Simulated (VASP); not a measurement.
# BeTe (I-4m2) in VASP: further runs, part 2 of 2

VASP 6.6.1. Earlier steps stand in the parts before.

## Step 4: Single point, PBEsol, non-collinear spin, zero start, spin-orbit coupling (film at in-plane strain +0.02)

File INCAR:

```
PREC = Accurate ; ENCUT = 520
EDIFF = 1E-6 ; ISMEAR = 0
SIGMA = 0.01 ; LREAL = F
LASPH = T ; NELM = 150
ALGO = Normal ; ISIF = 2
LWAVE = F ; LCHARG = F
MAGMOM = 0 0 0 0 0 0 ; LORBIT = 11
LSORBIT = T ; GGA_COMPAT = F
LORBMOM = T ; GGA = PS
NBANDS = 20
```

File KPOINTS:

```
Automatic mesh
0
Gamma
  8 8 8
```

File POSCAR:

```
BeTe
1.0
    2.8588313528      2.8588313528      0.0000000000
   -2.8588313528      2.8588313528      0.0000000000
    0.0000000000      2.8588313528      2.7560258794
Be Te
1 1
Direct
    0.0000000000      0.0000000000      0.0000000000
    0.7500000000      0.2500000000      0.5000000000
```

Potentials or basis: VASP PAW PBE potentials, release 64 (Be, Te).

Launch:

```
$ cat potpaw_PBE.64/Be/POTCAR potpaw_PBE.64/Te/POTCAR > POTCAR
$ mpirun -np 1 vasp_ncl > vasp.out
```

OUTCAR:

```text
PREC = Accurate
   ENCUT = 520
   EDIFF = 1E-6
   ISMEAR = 0
   LREAL = F
   LASPH = T
   NELM = 150
   ISIF = 2
   LORBIT = 11
   LSORBIT = T
   GGA = PS

 ion  position               nearest neighbor table
   1  0.000  0.000  0.000-   2 2.45   2 2.45   2 2.45   2 2.45
   2  0.750  0.250  0.500-   1 2.45   1 2.45   1 2.45   1 2.45

  LATTYP: Found a body centered tetragonal cell.
 ALAT       =     4.0429980717
 C/A-ratio  =     1.3633575038

  Lattice vectors:

 A1 = (   2.8588313528,   0.0000000000,  -2.7560258794)
 A2 = (  -2.8588313528,   0.0000000000,  -2.7560258794)
 A3 = (   0.0000000000,   2.8588313528,   2.7560258794)

Analysis of symmetry for initial positions (statically):
=====================================================================
 Subroutine PRICEL returns:
 Original cell was already a primitive cell.

 Routine SETGRP: Setting up the symmetry group for a
 body centered tetragonal supercell.

 Subroutine GETGRP returns: Found  8 space group operations
 (whereof  8 operations were pure point group operations)
 out of a pool of 16 trial point group operations.

The static configuration has the point symmetry D_2d.

Analysis of symmetry for dynamics (positions and initial velocities):
=====================================================================
 Subroutine PRICEL returns:
 Original cell was already a primitive cell.

 Routine SETGRP: Setting up the symmetry group for a
 body centered tetragonal supercell.

 Subroutine GETGRP returns: Found  8 space group operations
 (whereof  8 operations were pure point group operations)
 out of a pool of 16 trial point group operations.

The dynamic configuration has the point symmetry D_2d.

Analysis of structural, dynamic, and magnetic symmetry:
=====================================================================
 Subroutine PRICEL returns:
 Original cell was already a primitive cell.

 Routine SETGRP: Setting up the symmetry group for a
 body centered tetragonal supercell.

 Subroutine GETGRP returns: Found  8 space group operations
 (whereof  8 operations were pure point group operations)
 out of a pool of 16 trial point group operations.

The overall configuration has the point symmetry D_2d.

 Subroutine INISYM returns: Found  8 space group operations
 (whereof  8 operations are pure point group operations),
 and found     1 'primitive' translations

----------------------------------------------------------------------------------------

                                     Primitive cell

  volume of cell :      45.0495

  direct lattice vectors                    reciprocal lattice vectors
     2.858831353  2.858831353  0.000000000     0.174896641  0.174896641 -0.181420648
    -2.858831353  2.858831353  0.000000000    -0.174896641  0.174896641 -0.181420648
     0.000000000  2.858831353  2.756025879     0.000000000  0.000000000  0.362841295

  length of vectors
     4.042998072  4.042998072  3.970969070     0.306742761  0.306742761  0.362841295

[... 687 lines left out ...]
     19      16.5864      0.00000
     20      16.6777      0.00000

 [... further k-points ...]
[... 5 lines left out ...]
  --------------------------------------------------------------------------------------
  -------------------------------------------------------------------------------------
  Total       -0.4862961     -0.4862961      0.0756083      0.0000000      0.0000000      0.0000000
  in kB      -17.2950167    -17.2950167      2.6889945      0.0000000      0.0000000      0.0000000
  external PRESSURE =     -10.6336796 kB  Pullay stress =       0.0000000 kB

 VOLUME and BASIS-vectors are now :
 -----------------------------------------------------------------------------
  energy-cutoff  :      520.00
  volume of cell :       45.05
      direct lattice vectors                 reciprocal lattice vectors
     2.858831353  2.858831353  0.000000000     0.174896641  0.174896641 -0.181420648
    -2.858831353  2.858831353  0.000000000    -0.174896641  0.174896641 -0.181420648
     0.000000000  2.858831353  2.756025879     0.000000000  0.000000000  0.362841295

 POSITION                                       TOTAL-FORCE (eV/Angst)
 -----------------------------------------------------------------------------------
      0.00000      0.00000      0.00000        -0.000000     -0.000000      0.000000
      1.42942      4.28825      1.37801         0.000000      0.000000      0.000000
 -----------------------------------------------------------------------------------
    total drift:                               -0.000000      0.000000     -0.000000

  FREE ENERGIE OF THE ION-ELECTRON SYSTEM (eV)
  ---------------------------------------------------
  free  energy   TOTEN  =        -8.2918798547 eV

  energy  without entropy=       -8.2918798547  energy(sigma->0) =       -8.29187985

 orbital moment (x)

 # of ion     p       d       tot
 ----------------------------------------
  1         0.000   0.000   0.000
  2         0.000  -0.000  -0.000
 ----------------------------------------
            0.000  -0.000   0.000

 orbital moment (y)

 # of ion     p       d       tot
 ----------------------------------------
  1         0.000   0.000   0.000
  2         0.000  -0.000  -0.000
 ----------------------------------------
            0.000  -0.000  -0.000

 orbital moment (z)

 # of ion     p       d       tot
 ----------------------------------------
  1         0.000   0.000   0.000
  2         0.000  -0.000  -0.000
 ----------------------------------------
            0.000  -0.000  -0.000

 Spin-Orbit-Coupling matrix elements

 Ion:    1  E_soc:     -0.0000088
 l=   1
     0.0000000    -0.0000015    -0.0000013
    -0.0000015     0.0000000    -0.0000015
    -0.0000013    -0.0000015     0.0000000
 l=   2
     0.0000000     0.0000000     0.0000000     0.0000000     0.0000000
     0.0000000     0.0000000     0.0000000     0.0000000     0.0000000
     0.0000000     0.0000000     0.0000000     0.0000000     0.0000000
     0.0000000     0.0000000     0.0000000     0.0000000     0.0000000
     0.0000000     0.0000000     0.0000000     0.0000000     0.0000000
 l=   3
     0.0000000     0.0000000     0.0000000     0.0000000     0.0000000     0.0000000     0.0000000
     0.0000000     0.0000000     0.0000000     0.0000000     0.0000000     0.0000000     0.0000000
     0.0000000     0.0000000     0.0000000     0.0000000     0.0000000     0.0000000     0.0000000
     0.0000000     0.0000000     0.0000000     0.0000000     0.0000000     0.0000000     0.0000000
     0.0000000     0.0000000     0.0000000     0.0000000     0.0000000     0.0000000     0.0000000
     0.0000000     0.0000000     0.0000000     0.0000000     0.0000000     0.0000000     0.0000000
     0.0000000     0.0000000     0.0000000     0.0000000     0.0000000     0.0000000     0.0000000

 Ion:    2  E_soc:     -0.1741208
 l=   1
     0.0000000    -0.0289712    -0.0287467
    -0.0289712     0.0000000    -0.0289712
    -0.0287467    -0.0289712     0.0000000
 l=   2
     0.0000000    -0.0000532     0.0000000    -0.0000532    -0.0000689
    -0.0000532     0.0000000    -0.0000530    -0.0000524    -0.0000188
     0.0000000    -0.0000530     0.0000000    -0.0000530     0.0000000
    -0.0000532    -0.0000524    -0.0000530     0.0000000    -0.0000188
    -0.0000689    -0.0000188     0.0000000    -0.0000188     0.0000000
 l=   3
     0.0000000     0.0000000     0.0000000     0.0000000     0.0000000     0.0000000     0.0000000
     0.0000000     0.0000000     0.0000000     0.0000000     0.0000000     0.0000000     0.0000000
     0.0000000     0.0000000     0.0000000     0.0000000     0.0000000     0.0000000     0.0000000
     0.0000000     0.0000000     0.0000000     0.0000000     0.0000000     0.0000000     0.0000000
     0.0000000     0.0000000     0.0000000     0.0000000     0.0000000     0.0000000     0.0000000
     0.0000000     0.0000000     0.0000000     0.0000000     0.0000000     0.0000000     0.0000000
     0.0000000     0.0000000     0.0000000     0.0000000     0.0000000     0.0000000     0.0000000

 total charge

# of ion       s       p       d       tot
------------------------------------------
    1        0.369   0.562   0.000   0.931
    2        1.333   2.131   0.032   3.497
--------------------------------------------------
tot          1.703   2.693   0.032   4.428

 magnetization (x)

# of ion       s       p       d       tot
------------------------------------------
    1        0.000  -0.000   0.000  -0.000
    2        0.000   0.000  -0.000  -0.000
--------------------------------------------------
tot          0.000  -0.000  -0.000  -0.000

 magnetization (y)

# of ion       s       p       d       tot
------------------------------------------
    1        0.000   0.000   0.000   0.000
    2        0.000   0.000   0.000   0.000
--------------------------------------------------
tot          0.000   0.000   0.000   0.000

 magnetization (z)

# of ion       s       p       d       tot
------------------------------------------
    1        0.000   0.000   0.000   0.000
    2        0.000   0.000   0.000   0.000
--------------------------------------------------
tot          0.000   0.000   0.000   0.000
```

OSZICAR:

```text
N       E                     dE             d eps       ncg     rms          rms(c)
DAV:   1     0.226074528226E+02    0.22607E+02   -0.28433E+03  3480   0.644E+02
DAV:   2    -0.653043271834E+01   -0.29138E+02   -0.26651E+02  4548   0.111E+02
DAV:   3    -0.839047084640E+01   -0.18600E+01   -0.18417E+01  4660   0.291E+01
DAV:   4    -0.841999594807E+01   -0.29525E-01   -0.29511E-01  4388   0.408E+00
DAV:   5    -0.842062927975E+01   -0.63333E-03   -0.63331E-03  4432   0.591E-01    0.481E+00
DAV:   6    -0.832634163886E+01    0.94288E-01   -0.30852E-02  4204   0.125E+00    0.291E+00
DAV:   7    -0.829410668742E+01    0.32235E-01   -0.27149E-02  4320   0.106E+00    0.185E+00
DAV:   8    -0.829177727136E+01    0.23294E-02   -0.53303E-03  4620   0.469E-01    0.254E-01
DAV:   9    -0.829182239008E+01   -0.45119E-04   -0.72819E-04  4092   0.209E-01    0.454E-02
DAV:  10    -0.829187163797E+01   -0.49248E-04   -0.71956E-05  4064   0.608E-02    0.129E-02
DAV:  11    -0.829187953235E+01   -0.78944E-05   -0.85299E-06  4164   0.203E-02    0.745E-03
DAV:  12    -0.829187985469E+01   -0.32235E-06   -0.30936E-07  3516   0.403E-03
   1 F= -.82918799E+01 E0= -.82918799E+01  d E =-.365317E-62  mag=    -0.0000     0.0000     0.0000
```

stdout:

```text
POSCAR found type information on POSCAR BeTe
 POSCAR found :  2 types and       2 ions
 scaLAPACK will be used
 -----------------------------------------------------------------------------
|                                                                             |
|                                                                             |
|     You enforced a specific xc type in the INCAR file but a different       |
|     I HOPE YOU KNOW WHAT YOU ARE DOING!                                     |
|                                                                             |
 -----------------------------------------------------------------------------

 LDA part: xc-table for (Slater+PW92), standard interpolation
 POSCAR, INCAR and KPOINTS ok, starting setup
 FFT: planning ... GRIDC
 FFT: planning ... GRID_SOFT
 FFT: planning ... GRID
 WAVECAR not read
 entering main loop
```

It took 1.9 min on 1 thread of Intel Xeon Platinum 8375C at 2.90GHz (Ice Lake), shared host; peak memory 0.35 GiB.

Results:

```yaml
Free_energy: -8.2919 eV
Pressure: -1.1 GPa
Net_moment: 0.00 μB per cell
Valence_electrons_inside_the_program's_atomic_spheres: Be 0.93; Te 3.50
```

Moments on the atoms (μB; x, y, z):
```
Be  0.00 0.00 0.00
Te  0.00 0.00 0.00
```

Caveat: the cell differs from its parent crystal (film at in-plane strain +0.02); the PAW data sets were made with another functional, which shifts forces and pressure a little.

## Step 5: Summary

| spin | cell | gap on the mesh (eV) | pressure (GPa) |
| --- | --- | --- | --- |
| off | a = 4.043, b = 4.043, c = 3.971 Å, angles 59.4, 59.4, 90.0°, 2 atoms | 1.60 | -1.1 |
| off | a = 4.043, b = 4.043, c = 3.980 Å, angles 59.5, 59.5, 90.0°, 2 atoms | 1.65 | -1.4 |
| non-collinear, zero start, SOC | a = 4.043, b = 4.043, c = 3.971 Å, angles 59.4, 59.4, 90.0°, 2 atoms | - | -1.1 |

Alike in all rows: task single point; level PBEsol; potentials or basis VASP PAW PBE potentials, release 64 (Be, Te); k mesh 8 × 8 × 8; cutoff (eV) 520; smearing gaussian 0.01 eV.

Caveats: the PAW data sets were made with another functional, which shifts forces and pressure a little; spin-orbit coupling is left out, which moves the levels of the heavy elements (some runs).

Total energies depend on the potentials used, so only differences within one code and one set of settings carry meaning.
